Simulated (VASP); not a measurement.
A run of VASP 6.6.1 is set up as follows.

Contents of INCAR:

```
SYSTEM = Mg2C3
ALGO = Normal ; EDIFF = 1E-7
ENCUT = 520 ; GGA = PS
ISIF = 2 ; ISMEAR = 0
LASPH = .TRUE. ; LCHARG = .FALSE.
LREAL = .FALSE. ; LWAVE = .FALSE.
NBANDS = 16 ; NELM = 80
PREC = Accurate ; SIGMA = 0.02
```

The input KPOINTS:

```
k-points
0
G
  10 10 6
  0 0 0
```

File POSCAR:

```
Mg2C3
1.0
    2.2663510981     -2.1712922823      0.0404613710
    2.2663510981      2.1712922823      0.0404613710
   -1.0698708650      0.0000000000      4.5393284977
Mg C
2 3
Direct
    0.8084443606      0.8084443606      0.2054743098
    0.1915556394      0.1915556394      0.7945256902
    0.2923208903      0.2923208903      0.2592905267
    0.7076791097      0.7076791097      0.7407094733
    0.5000000000      0.5000000000      0.5000000000
```

Potentials or basis: VASP PAW PBE potentials, release 64 (Mg, C).

Run with:

```bash
$ cat potpaw_PBE.64/Mg/POTCAR potpaw_PBE.64/C/POTCAR > POTCAR
$ mpirun -np 1 vasp_std > vasp.out
```

Problem. Predict the largest force.

Solution. 0.052 eV/Å.

Problem. Estimate the band gap on the k mesh.

Solution. 1.74 eV (least direct gap 2.90 eV).

Forces on the atoms (eV/Å):
```
Mg  -0.001  0.000  0.000
Mg   0.001  0.000  0.000
C   -0.029  0.000 -0.043
C    0.029  0.000  0.043
C    0.000  0.000  0.000
```

Caveat: the PAW data sets were made with another functional, which shifts forces and pressure a little. PBEsol gaps usually lie below the measured ones, often by a third to a half.
